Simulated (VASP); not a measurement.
## Ge: relaxation of shape and atoms at fixed volume with PBE

The system is Ge.

```
CELL_PARAMETERS angstrom
2.35524 0.00000 0.00000
-1.17762 2.03970 0.00000
0.00000 0.00000 4.03127
ATOMIC_POSITIONS crystal
Ge 0.33333 0.66667 0.25000
Ge 0.66667 0.33333 0.75000
```

This isn't the form of Ge at room conditions, which is diamond.

```yaml
Program: VASP 6.6.1
Task: relaxation of shape and atoms at fixed volume
Functional: PBE
Potentials_or_basis: VASP PAW PBE potentials, release 64 (Ge_d)
Cutoff: 600 eV
k_mesh: 14 × 14 × 8
Occupations: fermi-dirac, width 0.1 eV
Spin: no spin polarisation
Dipole_correction: no
Further_INCAR_settings: ALGO = Normal; EDIFF = 1e-06; IBRION = 2; EDIFFG = -0.005; NSW = 50; ISIF = 4
```

| Quantity | Value |
| --- | --- |
| Energy gained by relaxing | 19.3 meV/atom |
| Ionic steps | 5 |
| Pressure after relaxing | 209.7 GPa |
| Band gap on the k mesh | zero (bands 14 and 15 overlap by 17.43 eV) |

The path:
```tsv
step	energy change (eV)	largest force (eV/Å)	pressure (GPa)	volume (Å³)
1	0.0000	0.0000	209.54	19.37
2	-0.0342	0.0000	209.74	19.37
3	-0.0385	0.0000	209.73	19.37
4	-0.0385	0.0000	209.70	19.37
5	-0.0385	0.0000	209.72	19.37
```

Final structure:
```xyz
2
Lattice="2.3941 0.0000 0.0000 -1.1971 2.0734 0.0000 0.0000 0.0000 3.9014" Properties=species:S:1:pos:R:3 pbc="T T T"
Ge    0.0000    1.3822    0.9754
Ge    1.1971    0.6911    2.9261
```

Levels at points of the mesh, in eV from the Fermi level:
| k point | band 11 | band 12 | band 13 | band 14 | band 15 | band 16 | band 17 | band 18 |
| --- | --- | --- | --- | --- | --- | --- | --- | --- |
| (0.00, 0.00, 0.00) | -21.17 | -11.22 | -9.99 | 12.31 | 12.31 | 14.81 | 14.81 | 15.52 |
| (0.50, 0.00, 0.00) | -11.89 | -11.85 | -2.88 | -2.49 | -0.71 | 0.04 | 3.73 | 8.99 |
| (0.00, 0.00, 0.50) | -18.56 | -18.56 | 2.08 | 2.08 | 14.58 | 14.58 | 14.58 | 14.58 |
| (0.50, 0.00, 0.50) | -10.20 | -10.20 | -8.24 | -8.24 | 6.62 | 6.62 | 8.74 | 8.74 |

It took 68 s on 1 thread of AMD EPYC 9R45 96-Core Processor (Zen 5), with other jobs on the host, peak memory 0.13 GiB.
